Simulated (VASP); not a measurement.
A run of VASP 6.6.1:

The input INCAR:

```
ALGO     = Normal         # electronic algorithm
EDIFF    = 1E-6           # SCF threshold, eV
ENCUT    = 520            # plane-wave cutoff, eV
ISIF     = 2              # what is computed and relaxed
ISMEAR   = 0              # smearing method
LASPH    = T              # aspherical terms in the spheres
LCHARG   = T              # write CHGCAR
LELF     = T              # ELF
LREAL    = F              # projectors in reciprocal space
LVHAR    = T            
LWAVE    = F              # write WAVECAR
NBANDS   = 20             # bands
NELM     = 80             # most SCF steps
PREC     = Accurate       # precision mode
SIGMA    = 0.15           # smearing width, eV
```

KPOINTS

```
k-points
0
Gamma
  14 14 14
```

File POSCAR:

```
GaGe
1.0
    0.0000000000      2.8978440000      2.8978440000
    3.0065131500      0.0000000000      2.8978440000
    3.0065131500      2.8978440000      0.0000000000
Ga Ge
1 1
Direct
    0.7500000000      0.7500000000      0.7500000000
    0.0000000000      0.0000000000      0.0000000000
```

Potentials or basis: VASP PAW LDA potentials, release 64 (Ga_d, Ge_d).

Run with:

```sh
$ cat potpaw_LDA.64/Ga_d/POTCAR potpaw_LDA.64/Ge_d/POTCAR > POTCAR
$ mpirun -np 1 vasp_std > vasp.out
```

Hardware: 1 thread of Intel Xeon 6975P-C, with other jobs on the host.

Question: Estimate the wall time of this run.

Answer: It took 2.4 min on 1 thread of Intel Xeon 6975P-C, with other jobs on the host, peak memory 0.35 GiB. Counts: scf iterations 11, k points 244.
